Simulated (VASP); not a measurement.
## Pt: single point with PBEsol

The system is Pt.

```
Pt
1.0
     0.00000    1.95897    1.95897
     1.95897    0.00000    1.95897
     1.95897    1.95897    0.00000
Pt
1
Direct
  0.00000 0.00000 0.00000
```

- Program: VASP 6.6.1
- Task: single point
- Functional: PBEsol
- Potentials or basis: VASP PAW PBE potentials, release 64 (Pt)
- Cutoff: 520 eV
- k mesh: 22 × 22 × 22
- Occupations: gaussian, width 0.15 eV
- Spin: collinear spin
- Starting moments: [0.5] μB
- Fixed moment: 0.5 μB

- Pressure: 1.0 GPa
- Net moment: 0.50 μB per cell
- Site moments: Pt +0.49 μB
- Valence electrons inside the program's atomic spheres: Pt 9.29

It took 49 s on 1 thread of Intel(R) Xeon(R) 6975P-C (Granite Rapids) (shared host), peak memory 0.24 GiB.

Caveat: the PAW data sets were made with another functional, which shifts forces and pressure a little; the total moment is fixed, so each spin has its own Fermi level.
